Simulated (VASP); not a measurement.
# P in VASP: notebook, part 2 of 2

VASP 6.6.1. The steps go on from the part before.

### Step 3. Relaxation of cell and atoms, PBE

This run uses another cell than the first one, of 27.97 Å³/atom.

INCAR

```
SYSTEM = P
PREC = Accurate
ENCUT = 600
EDIFF = 1E-6
ISMEAR = 0
SIGMA = 0.1
LREAL = .False.
LASPH = .True.
NELM = 60
ALGO = Normal
ISIF = 3
LWAVE = .False.
LCHARG = .False.
GGA = PE
IBRION = 2
NSW = 90
EDIFFG = -0.04
```

KPOINTS

```
regular mesh
0
Gamma
  6 6 6
  0 0 0
```

POSCAR

```
P
1.0
    3.2572956256      0.0000000000      0.0000000000
   -1.6286478128      2.8209007594      0.0000000000
    0.0000000000      0.0000000000      3.0435356002
P
1
Direct
    0.0000000000      0.0000000000      0.0000000000
```

Potentials or basis: VASP PAW PBE potentials, release 64 (P).

On the command line:

```console
> cat potpaw_PBE.64/P/POTCAR > POTCAR
> mpirun -np 1 vasp_std > vasp.out
```

Wall time 52 s (1 thread of Intel Xeon 8259CL, shared host); peak memory 0.12 GiB.

The run converged. Its results:

- Free energy: -4.9299 eV
- Relaxed volume: 14.54 Å³/atom
- Relaxed cell: a = 2.595 Å, b = 2.595 Å, c = 2.494 Å, α = 90.00°, β = 90.00°, γ = 120.00°
- Space group after relaxing (to 0.1 Å): P6/mmm (No. 191)
- Energy gained by relaxing: 1159.1 meV/atom
- Ionic steps: 10
- Pressure after relaxing: 0.0 GPa
- Band gap on the k mesh: zero (an odd number of electrons rules out a gap without spin polarisation)

Stress tensor (GPa, compression positive):
```
 0.12  0.00  0.00
 0.00  0.12  0.00
 0.00  0.00 -0.12
```

The path:
| step | energy change (eV) | largest force (eV/Å) | pressure (GPa) | volume (Å³) |
| --- | --- | --- | --- | --- |
| 1 | 0.0000 | 0.0000 | -17.11 | 27.97 |
| 2 | -1.0503 | 0.0000 | -8.71 | 17.50 |
| 3 | -1.0872 | 0.0000 | -2.97 | 16.10 |
| 4 | -1.0871 | 0.0000 | -2.19 | 15.91 |
| 5 | -1.1542 | 0.0000 | 0.56 | 14.52 |
| 6 | -1.1511 | 0.0000 | 3.65 | 14.05 |
| 7 | -1.1575 | 0.0000 | 1.60 | 14.33 |
| 8 | -1.1575 | 0.0000 | 1.81 | 14.30 |
| 9 | -1.1586 | 0.0000 | -0.87 | 14.68 |
| 10 | -1.1591 | 0.0000 | 0.04 | 14.54 |

Final structure:
```cif
data_structure
_symmetry_space_group_name_H-M 'P 1'
_symmetry_Int_Tables_number 1
_cell_length_a 2.5949
_cell_length_b 2.5949
_cell_length_c 2.4936
_cell_angle_alpha 90.000
_cell_angle_beta 90.000
_cell_angle_gamma 120.000
_cell_volume 14.54
loop_
_atom_site_label
_atom_site_type_symbol
_atom_site_fract_x
_atom_site_fract_y
_atom_site_fract_z
_atom_site_occupancy
P1 P 0.00000 0.00000 0.00000 1
```

Levels at points of the mesh, in eV from the Fermi level:
```csv
k point,band 1,band 2,band 3,band 4,band 5,band 6
"(0.00, 0.00, 0.00)",-16.62,4.11,6.48,6.48,6.55,11.67
"(0.50, 0.00, 0.00)",-10.86,-8.41,2.28,5.75,7.79,14.24
"(0.00, 0.00, 0.50)",-12.71,-8.69,8.81,8.81,13.94,13.94
"(0.50, 0.00, 0.50)",-6.44,-5.37,-4.24,1.34,4.84,9.93
```

Caveat: the k points lie up to 0.47 Å⁻¹ apart in the final cell, too coarse for converged energies and pressures of a metal; the volume moved by over 15 % at a fixed basis, so the end points are rough.

### Step 4. Single point, PBE

This run uses another cell than the first one: it holds 4 atoms, not 1.

INCAR

```
PREC = Accurate ; ENCUT = 520
EDIFF = 1E-6 ; ISMEAR = 0
SIGMA = 0.1 ; LREAL = False
LASPH = True ; NELM = 60
ALGO = Normal ; ISIF = 2
LWAVE = False ; LCHARG = True
GGA = PE ; LELF = True
LVHAR = True ; NBANDS = 18
```

KPOINTS

```
Automatic mesh
0
Gamma
  6 6 4
```

POSCAR

```
P
1.0
    4.0777961813      0.0000000000      0.0000000000
   -2.0388980906      3.5314750844      0.0000000000
    0.0000000000      0.0000000000      4.7706304792
P
4
Direct
    0.3333333333      0.6666666667      0.4999446431
    0.6666666667      0.3333333333      0.9999446431
    0.6666666667      0.3333333333      0.5000553569
    0.3333333333      0.6666666667      0.0000553569
```

Potentials or basis: VASP PAW PBE potentials, release 64 (P).

On the command line:

```console
> cat potpaw_PBE.64/P/POTCAR > POTCAR
> mpirun -np 1 vasp_std > vasp.out
```

OUTCAR:

```text
PREC = Accurate
   ENCUT = 520
   EDIFF = 1E-6
   ISMEAR = 0
   LREAL = False
   LASPH = True
   NELM = 60
   ISIF = 2
   GGA = PE

 ion  position               nearest neighbor table
   1  0.333  0.667  0.500-   3 2.35   3 2.35   3 2.35   4 2.38   4 2.39
   2  0.667  0.333  1.000-   4 2.35   4 2.35   4 2.35   3 2.38   3 2.39
   3  0.667  0.333  0.500-   1 2.35   1 2.35   1 2.35   2 2.38   2 2.39
   4  0.333  0.667  0.000-   2 2.35   2 2.35   2 2.35   1 2.38   1 2.39

  LATTYP: Found a hexagonal cell.
 ALAT       =     4.0777961813
[... 635 lines left out ...]
  Direction    XX          YY          ZZ          XY          YZ          ZX
  --------------------------------------------------------------------------------------
  -------------------------------------------------------------------------------------
  Total       -0.1109850     -0.1109850     -0.1272342     -0.0000000     -0.0000000     -0.0000000
  in kB       -2.5883162     -2.5883162     -2.9672690     -0.0000000     -0.0000000     -0.0000000
  external PRESSURE =      -2.7146338 kB  Pullay stress =       0.0000000 kB

 VOLUME and BASIS-vectors are now :
 -----------------------------------------------------------------------------
  energy-cutoff  :      520.00
  volume of cell :       68.70
      direct lattice vectors                 reciprocal lattice vectors
     4.077796181  0.000000000  0.000000000     0.245230501  0.141583896  0.000000000
    -2.038898091  3.531475084  0.000000000     0.000000000  0.283167791  0.000000000
     0.000000000  0.000000000  4.770630479     0.000000000  0.000000000  0.209615900

 POSITION                                       TOTAL-FORCE (eV/Angst)
 -----------------------------------------------------------------------------------
     -0.00000      2.35432      2.38505         0.000000     -0.000000      0.000433
      2.03890      1.17716      4.77037        -0.000000      0.000000      0.000433
      2.03890      1.17716      2.38558        -0.000000      0.000000     -0.000433
     -0.00000      2.35432      0.00026         0.000000     -0.000000     -0.000433
 -----------------------------------------------------------------------------------
    total drift:                               -0.000000     -0.000000     -0.000000

  FREE ENERGIE OF THE ION-ELECTRON SYSTEM (eV)
  ---------------------------------------------------
  free  energy   TOTEN  =       -20.4613525018 eV

  energy  without entropy=      -20.4479790086  energy(sigma->0) =      -20.45466576
```

OSZICAR:

```text
N       E                     dE             d eps       ncg     rms          rms(c)
DAV:   1     0.629995108987E+02    0.63000E+02   -0.86163E+03   756   0.962E+02
DAV:   2    -0.168361248613E+02   -0.79836E+02   -0.77027E+02  1008   0.160E+02
DAV:   3    -0.205331393887E+02   -0.36970E+01   -0.36515E+01  1006   0.342E+01
DAV:   4    -0.205764982211E+02   -0.43359E-01   -0.43290E-01  1020   0.433E+00
DAV:   5    -0.205771510441E+02   -0.65282E-03   -0.65275E-03   982   0.508E-01    0.101E+01
DAV:   6    -0.204955895413E+02    0.81562E-01   -0.42533E-02   870   0.969E-01    0.592E+00
DAV:   7    -0.204606044716E+02    0.34985E-01   -0.77551E-02   876   0.136E+00    0.213E-01
DAV:   8    -0.204612328194E+02   -0.62835E-03   -0.64113E-03   842   0.428E-01    0.677E-02
DAV:   9    -0.204613002100E+02   -0.67391E-04   -0.18213E-04   972   0.790E-02    0.619E-02
DAV:  10    -0.204613530873E+02   -0.52877E-04   -0.87766E-05   830   0.473E-02    0.321E-02
DAV:  11    -0.204613525018E+02    0.58548E-06   -0.13901E-06   778   0.676E-03
   1 F= -.20461353E+02 E0= -.20454666E+02  d E =-.133735E-01
```

It took 42 s on 1 thread of Intel Xeon 8259CL, shared host; peak memory 0.14 GiB.

What came out:

```
Free energy            : -20.4614 eV
Pressure               : -0.3 GPa
Band gap on the k mesh : zero (bands 10 and 11 overlap by 1.68 eV)
```

Levels at points of the mesh, in eV from the Fermi level:
```csv
k point,band 8,band 9,band 10,band 11,band 12,band 13
"(0.00, 0.00, 0.00)",-2.97,-2.97,-2.32,-1.44,-1.44,2.29
"(0.50, 0.00, 0.00)",-4.59,-3.84,0.21,2.07,2.58,3.30
"(0.00, 0.00, 0.50)",-5.08,-2.84,-2.84,-0.10,-0.10,-0.10
"(0.50, 0.00, 0.50)",-3.35,-1.59,-1.59,0.54,0.54,4.14
```

### Step 5. Single point, PBE

This run uses another cell than the first one, of 14.73 Å³/atom.

INCAR

```
PREC = Accurate
ENCUT = 520
EDIFF = 1E-6
ISMEAR = 0
SIGMA = 0.1
LREAL = F
LASPH = T
NELM = 80
ALGO = Normal
ISIF = 2
LWAVE = F
LCHARG = T
GGA = PE
LELF = T
LVHAR = T
NBANDS = 8
```

KPOINTS

```
Automatic mesh
0
Gamma
  24 24 22
```

POSCAR

```
P
1.0
    2.6350148918      0.0000000000      0.0000000000
   -1.3175074459      2.2819898356      0.0000000000
    0.0000000000      0.0000000000      2.4492580594
P
1
Direct
    0.0000000000      0.0000000000      0.0000000000
```

On the command line:

```console
> cat potpaw_PBE.64/P/POTCAR > POTCAR
> mpirun -np 1 vasp_std > vasp.out
```

Wall time 59 s (1 thread of Intel Xeon 8259CL, shared host); peak memory 0.15 GiB.

It converged, with:

| Property | Result |
| --- | --- |
| Free energy | -4.9288 eV |
| Pressure | -0.2 GPa |
| Band gap on the k mesh | zero (an odd number of electrons rules out a gap without spin polarisation) |

Stress tensor (GPa, compression positive):
```
-0.17  0.00  0.00
 0.00 -0.17  0.00
 0.00  0.00 -0.26
```

Levels at points of the mesh, in eV from the Fermi level:
| k point | band 1 | band 2 | band 3 | band 4 | band 5 |
| --- | --- | --- | --- | --- | --- |
| (0.00, 0.00, 0.00) | -16.41 | 5.00 | 5.90 | 5.90 | 6.89 |
| (0.50, 0.00, 0.00) | -11.04 | -8.21 | 1.97 | 5.59 | 8.37 |
| (0.00, 0.00, 0.50) | -12.11 | -8.60 | 8.51 | 8.51 | 13.99 |
| (0.50, 0.00, 0.50) | -6.20 | -4.85 | -4.49 | 1.44 | 4.81 |

### Step 6. The runs side by side

| task | cell | k mesh | cutoff (eV) | gap on the mesh (eV) | pressure (GPa) |
| --- | --- | --- | --- | --- | --- |
| single point | a = 2.599, b = 2.599, c = 2.495 Å, angles 90.0, 90.0, 120.0°, 1 atom, atomic positions A | 6 × 6 × 6 | 520 | none | -0.3 |
| relaxation of cell and atoms | relaxed from a = 3.257, b = 3.257, c = 3.044 Å, angles 90.0, 90.0, 120.0°, 1 atom, atomic positions A | 6 × 6 × 6 | 600 | none | 0.0 |
| single point | a = 4.078, b = 4.078, c = 4.771 Å, angles 90.0, 90.0, 120.0°, 4 atoms, atomic positions B | 6 × 6 × 4 | 520 | none | -0.3 |
| single point | a = 2.635, b = 2.635, c = 2.449 Å, angles 90.0, 90.0, 120.0°, 1 atom, atomic positions A | 24 × 24 × 22 | 520 | none | -0.2 |

Alike in all rows: level PBE; potentials or basis VASP PAW PBE potentials, release 64 (P); no spin polarisation; smearing gaussian 0.1 eV.

Caveats: some runs use coarse meshes; the volume moved by over 15 % at a fixed basis, so the end points are rough (at least some runs).

Total energies depend on the potentials used, so only differences within one code and one set of settings carry meaning.
